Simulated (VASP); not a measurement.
# Ag (Im-3m) in VASP: further runs, part 2 of 2

VASP 6.6.1. Earlier steps stand in the parts before.

## Step 4: Single point, PBEsol

This run uses another cell than the first one, of 16.52 Å³/atom, 1.056 times its volume.

INCAR

```
ALGO     = Fast           # electronic algorithm
EDIFF    = 1E-6           # SCF threshold, eV
ENCUT    = 520            # plane-wave cutoff, eV
GGA      = PS             # functional
ISIF     = 2              # what is computed and relaxed
ISMEAR   = -1             # smearing method
LASPH    = True           # aspherical terms in the spheres
LCHARG   = False          # write CHGCAR
LREAL    = False          # projectors in reciprocal space
LWAVE    = False          # write WAVECAR
NBANDS   = 12             # bands
NELM     = 100            # most SCF steps
PREC     = Accurate       # precision mode
SIGMA    = 0.05           # smearing width, eV
```

KPOINTS

```
k-points
0
Gamma
  11 11 11
```

POSCAR

```
Ag
1.0
   -1.6043416481      1.6043416481      1.6043416481
    1.6043416481     -1.6043416481      1.6043416481
    1.6043416481      1.6043416481     -1.6043416481
Ag
1
Direct
    0.0000000000      0.0000000000      0.0000000000
```

Started as:

```
$ cat potpaw_PBE.64/Ag/POTCAR > POTCAR
$ mpirun -np 1 vasp_std > vasp.out
```

Wall time 16 s (1 thread of Intel Xeon 6975P-C, shared host); peak memory 0.14 GiB.

It converged, with:

* Free energy: -3.2799 eV
* Pressure: 1.9 GPa

Levels at points of the mesh, in eV from the Fermi level:
```csv
k point,band 4,band 5,band 6,band 7,band 8,band 9
"(0.00, 0.00, 0.00)",-4.98,-3.56,-3.56,18.08,18.08,18.08
```

Caveat: the PAW data sets were made with another functional, which shifts forces and pressure a little.

## Step 5: Relaxation of cell and atoms, PBEsol, target pressure 2 GPa, at which the enthalpy is minimised

This run uses another cell than the first one, of 18.15 Å³/atom, 1.161 times its volume.

INCAR

```
PREC = Accurate
ENCUT = 600
EDIFF = 1E-7
ISMEAR = -1
SIGMA = 0.05
LREAL = False
LASPH = True
NELM = 80
ALGO = Normal
ISIF = 3
LWAVE = False
LCHARG = False
GGA = PS
IBRION = 2
NSW = 60
EDIFFG = -0.01
PSTRESS = 20.0
```

KPOINTS

```
Automatic mesh
0
Gamma
  11 11 11
```

POSCAR

```
Ag
1.0
   -1.6556540000      1.6556540000      1.6556540000
    1.6556540000     -1.6556540000      1.6556540000
    1.6556540000      1.6556540000     -1.6556540000
Ag
1
Direct
    0.0000000000      0.0000000000      0.0000000000
```

Potentials or basis: VASP PAW PBE potentials, release 64 (Ag).

Started as:

```
$ cat potpaw_PBE.64/Ag/POTCAR > POTCAR
$ mpirun -np 1 vasp_std > vasp.out
```

OUTCAR:

```text
PREC = Accurate
   ENCUT = 600
   EDIFF = 1E-7
   ISMEAR = -1
   LREAL = False
   LASPH = True
   NELM = 80
   ISIF = 3
   GGA = PS
   IBRION = 2
   NSW = 60
   EDIFFG = -0.01
   PSTRESS = 20.0

 ion  position               nearest neighbor table
   1  0.000  0.000  0.000-

  LATTYP: Found a body centered cubic cell.
 ALAT       =     3.3113080000

  Lattice vectors:

 A1 = (  -1.6556540000,   1.6556540000,   1.6556540000)
 A2 = (   1.6556540000,  -1.6556540000,   1.6556540000)
 A3 = (   1.6556540000,   1.6556540000,  -1.6556540000)

Analysis of symmetry for initial positions (statically):
=====================================================================
 Subroutine PRICEL returns:
 Original cell was already a primitive cell.

 Routine SETGRP: Setting up the symmetry group for a
 body centered cubic supercell.

 Subroutine GETGRP returns: Found 48 space group operations
[... 9 lines left out ...]

 Routine SETGRP: Setting up the symmetry group for a
 body centered cubic supercell.

 Subroutine GETGRP returns: Found 48 space group operations
[... 11 lines left out ...]
                                     Primitive cell

  volume of cell :      18.1538

  direct lattice vectors                    reciprocal lattice vectors
    -1.655654000  1.655654000  1.655654000     0.000000000  0.301995465  0.301995465
     1.655654000 -1.655654000  1.655654000     0.301995465  0.000000000  0.301995465
     1.655654000  1.655654000 -1.655654000     0.301995465  0.301995465  0.000000000

  length of vectors
     2.867676848  2.867676848  2.867676848     0.427086083  0.427086083  0.427086083

  position of ions in fractional coordinates (direct lattice)
     0.000000000  0.000000000  0.000000000

[... 95 lines left out ...]
     AMIX_MAG =   1.60;   BMIX_MAG =  1.00
  volume/ion in A,a.u.               =      18.15       122.51
  Fermi-wavevector in a.u.,A,eV,Ry     =   1.385318  2.617871 26.111022  1.919106
  Thomas-Fermi vector in A             =   2.509739
   LORBIT       =      0    0 simple, 1 ext, 2 COOP (PROOUT), +10 PAW based schemes
   GGA     = PS    functional components
   LHFCALC =     F    Hartree Fock is set to
   AEXX    =    0.0000 exact exchange contribution
   IVDW    =     0    specifies the selected vdW correction
   LEPSILON=     F    determine dielectric tensor
   LRPA    =     F    only Hartree local field effects (RPA)
 conjugate gradient relaxation of ions
 non-spin polarized calculation
  energy-cutoff  :      600.00
  volume of cell :       18.15
 maximum number of plane-waves:       621
   NGX = 11   NGY = 11   NGZ = 11

--------------------------------------- Ionic step        1  -------------------------------------------

 number of electron      11.0000001 magnetization

 Free energy of the ion-electron system (eV)
  ---------------------------------------------------
  ext. energy  EPLUGINS =         0.00000000
  ---------------------------------------------------
  free energy    TOTEN  =        -3.24699455 eV

  energy without entropy =       -3.24352527  energy(sigma->0) =       -3.24525991

------------------------ aborting loop because EDIFF is reached ----------------------------------------

  FORCE on cell =-STRESS in cart. coord.  units (eV):
  Direction    XX          YY          ZZ          XY          YZ          ZX
  --------------------------------------------------------------------------------------
  -------------------------------------------------------------------------------------
  Total       -0.8413074     -0.8413074     -0.8413074      0.0000000      0.0000000      0.0000000
  in kB      -74.2500122    -74.2500122    -74.2500122      0.0000000      0.0000000      0.0000000
  external PRESSURE =     -94.2500122 kB  Pullay stress =      20.0000000 kB
[... 61 lines left out ...]
--------------------------------------- Ionic step        3  -------------------------------------------

 number of electron      10.9999997 magnetization

 Free energy of the ion-electron system (eV)
  ---------------------------------------------------
  ext. energy  EPLUGINS =         0.00000000
  ---------------------------------------------------
  free energy    TOTEN  =        -3.28065046 eV

  energy without entropy =       -3.27621830  energy(sigma->0) =       -3.27843438

 E-fermi :   8.6748     XC(G=0): -12.6090

 val. band max:        8.6489844372   @ k =  -0.2727   0.4545   0.0909
 cond. band min:       8.7460655385   @ k =  -0.4545   0.4545   0.0909
 fundamental gap:      0.0970811013
 Fermi energy:         8.6747875361

 k-point     1 :       0.0000    0.0000    0.0000
  band No.  band energies     occupation
      1       0.6286      2.00000
      2       3.6879      2.00000
      3       3.6879      2.00000
      4       3.6879      2.00000
      5       5.1129      2.00000
      6       5.1129      2.00000
      7      26.7598      0.00000
      8      26.7598      0.00000
      9      26.7598      0.00000
[... 265 lines left out ...]
 k-point    24 :       0.3636    0.1818    0.0909
  band No.  band energies     occupation
      1       2.7075      2.00000
      2       3.0229      2.00000
      3       4.3970      2.00000
      4       5.1661      2.00000
      5       5.2945      2.00000
      6      11.5181      0.00000
      7      13.3468      0.00000
      8      17.7801      0.00000
      9      20.3532      0.00000

 [... further k-points ...]
[... 5 lines left out ...]
  --------------------------------------------------------------------------------------
  -------------------------------------------------------------------------------------
  Total        0.1983474      0.1983474      0.1983474      0.0000000      0.0000000      0.0000000
  in kB       19.2632002     19.2632002     19.2632002      0.0000000      0.0000000      0.0000000
  external PRESSURE =      -0.7367998 kB  Pullay stress =      20.0000000 kB
[... 20 lines left out ...]
  energy  without entropy=       -3.2762183016  energy(sigma->0) =       -3.27843438

  enthalpy is  TOTEN    =        -3.0747164313 eV   P V=        0.2059340309

 reached required accuracy - stopping structural energy minimisation
```

OSZICAR:

```text
N       E                     dE             d eps       ncg     rms          rms(c)
DAV:   1     0.491368506401E+02    0.49137E+02   -0.61749E+03  1024   0.123E+03
[... 22 lines left out ...]
DAV:   1    -0.385666625055E+01   -0.61578E+00   -0.11245E+01  1015   0.424E+01    0.502E+00
DAV:   2    -0.330380396644E+01    0.55286E+00   -0.21501E+00  1012   0.163E+01    0.190E+00
DAV:   3    -0.328441045261E+01    0.19394E-01   -0.60682E-02  1051   0.253E+00    0.128E+00
DAV:   4    -0.328069364641E+01    0.37168E-02   -0.46640E-03  1053   0.763E-01    0.128E-01
DAV:   5    -0.328064379054E+01    0.49856E-04   -0.49095E-04  1085   0.198E-01    0.241E-02
DAV:   6    -0.328065043962E+01   -0.66491E-05   -0.95401E-06  1042   0.397E-02    0.131E-03
DAV:   7    -0.328065046214E+01   -0.22522E-07   -0.22243E-07   710   0.491E-03
   3 F= -.30747164E+01 E0= -.30725004E+01  d E =-.543366E-01
```

Wall time 27 s (1 thread of Intel Xeon 6975P-C, shared host); peak memory 0.15 GiB.

What came out:

| Quantity | Value |
| --- | --- |
| Free energy | -3.2807 eV |
| Relaxed volume | 16.50 Å³/atom |
| Relaxed cell | a = 2.778 Å, b = 2.778 Å, c = 2.778 Å, α = 109.47°, β = 109.47°, γ = 109.47° |
| Space group after relaxing (to 0.05 Å) | Im-3m (No. 229) |
| Energy change on relaxing (the enthalpy is what falls) | -33.7 meV/atom |
| Ionic steps | 3 |
| Pressure after relaxing | 1.9 GPa |

The path:
| step | energy change (eV) | largest force (eV/Å) | pressure (GPa) | volume (Å³) |
| --- | --- | --- | --- | --- |
| 1 | 0.0000 | 0.0000 | -7.43 | 18.15 |
| 2 | 0.0061 | 0.0000 | 11.35 | 15.49 |
| 3 | -0.0337 | 0.0000 | 1.93 | 16.50 |

Final structure:
```yaml
crystal:
  lattice:
    - [-1.60367, 1.60367, 1.60367]
    - [1.60367, -1.60367, 1.60367]
    - [1.60367, 1.60367, -1.60367]
  atoms:
    - { symbol: Ag, position: [0.00000, 0.00000, 0.00000] }
```

Caveat: the cell is relaxed towards a set pressure, so the enthalpy falls and the energy may rise; the PAW data sets were made with another functional, which shifts forces and pressure a little.

## Step 6: Summary

```tsv
task	cell	cutoff (eV)	gap on the mesh (eV)	pressure (GPa)
single point	a = 2.729 Å, angles 109.5°, 1 atom	520	none	9.6
single point	a = 2.794 Å, angles 109.5°, 1 atom	520	none	-0.2
single point	a = 2.779 Å, angles 109.5°, 1 atom	520	none	1.9
relaxation of cell and atoms	relaxed to 2 GPa from a = 2.868 Å, angles 109.5°, 1 atom	600	none	1.9
```

Alike in all rows: level PBEsol; potentials or basis VASP PAW PBE potentials, release 64 (Ag); no spin polarisation; k mesh 11 × 11 × 11; smearing fermi-dirac 0.05 eV.

Caveats: the PAW data sets were made with another functional, which shifts forces and pressure a little; the cell is relaxed towards a set pressure, so the enthalpy falls and the energy may rise (some runs).

Total energies depend on the potentials used, so only differences within one code and one set of settings carry meaning.
